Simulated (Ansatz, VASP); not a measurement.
LaHfO: VASP beside Ansatz

The input INCAR:

```
SYSTEM = LaHfO
PREC     = Accurate       ! precision mode
ENCUT    = 600            ! plane-wave cutoff, eV
EDIFF    = 1E-6           ! SCF threshold, eV
ISMEAR   = 0              ! smearing method
SIGMA    = 0.2            ! smearing width, eV
LREAL    = .FALSE.        ! projectors in reciprocal space
LASPH    = .TRUE.         ! aspherical terms in the spheres
NELM     = 80             ! most SCF steps
ALGO     = Normal         ! electronic algorithm
ISIF     = 3              ! what is computed and relaxed
LWAVE    = .FALSE.        ! write WAVECAR
LCHARG   = .FALSE.        ! write CHGCAR
GGA      = PE             ! functional
IBRION   = 2              ! ionic algorithm
NSW      = 36             ! ionic steps
EDIFFG   = -0.08          ! ionic threshold
```

File KPOINTS:

```
regular mesh
0
G
  5 5 2
  0 0 0
```

File POSCAR:

```
LaHfO
1.0
    3.7000000000      0.0000000000      0.0000000000
   -1.8500000000      3.2042939900      0.0000000000
    0.0000000000      0.0000000000      9.5700000000
La Hf O
2 2 2
Direct
    0.3333333300      0.6666666700      0.3350000000
    0.6666666700      0.3333333300      0.6650000000
    0.3333333300      0.6666666700      0.8800000000
    0.6666666700      0.3333333300      0.1200000000
    0.6666666700      0.3333333300      0.4080000000
    0.3333333300      0.6666666700      0.5920000000
```

Input for Ansatz:

```yaml
crystal:
  lattice:
    - [3.7, 0.0, 0.0]
    - [-1.85, 3.20429399, 0.0]
    - [0.0, 0.0, 9.57]
  atoms:
    - { symbol: La, position: [0.33333333, 0.66666667, 0.335] }
    - { symbol: La, position: [0.66666667, 0.33333333, 0.665] }
    - { symbol: Hf, position: [0.33333333, 0.66666667, 0.88] }
    - { symbol: Hf, position: [0.66666667, 0.33333333, 0.12] }
    - { symbol: O, position: [0.66666667, 0.33333333, 0.408] }
    - { symbol: O, position: [0.33333333, 0.66666667, 0.592] }
basis:
  ecutwfc: 420
kpoints:
  mp_grid: { grid: [5, 5, 2] }
hamiltonian:
  xc: pbe
scf:
  occupations: { method: gaussian, width: 0.2 }
  lower_state_search: "off"
output:
  forces: true
  stress: true
  eigenvalues: true
relax:
  adjacent_minimum: "off"
  f_tol: 0.08
  max_steps: 16
  cell: { stress_tol: 0.8 }
```

Alike in both runs: task relaxation of cell and atoms; functional PBE; k mesh 5 × 5 × 2; occupations gaussian, width 0.2 eV; no spin polarisation.

|  | VASP | Ansatz |
| --- | --- | --- |
| version | VASP 6.6.1 | Ansatz 0.2.0 |
| potentials or method | VASP PAW PBE potentials, release 64 (La, Hf_pv, O), cutoff 600 eV | scalar-relativistic, plane waves, PAW |
| valence electrons in the cell | 54 | 86 |

|  | VASP | Ansatz | Ansatz less VASP |
| --- | --- | --- | --- |
| gap on the k mesh at the Fermi level, each at its own relaxed structure (eV) | none | none | - |
| relaxed volume (Å³/atom) | 23.73 | 24.11 | +0.377 |
| relaxed cell length with the largest relative difference (Å) | 11.599 | 11.741 | +0.1415 |

A gap of «none» marks a metal or a gap that the smearing closes. VASP's potentials hold 54 valence electrons a cell and Ansatz's 86, so a difference there can come from the potentials and not from the codes.

The k mesh is coarse, so the values compare programs but aren't converged. Spin-orbit coupling is off throughout. Noted on VASP's run: the volume moved by over 15 % at a fixed basis, so the end points are rough.
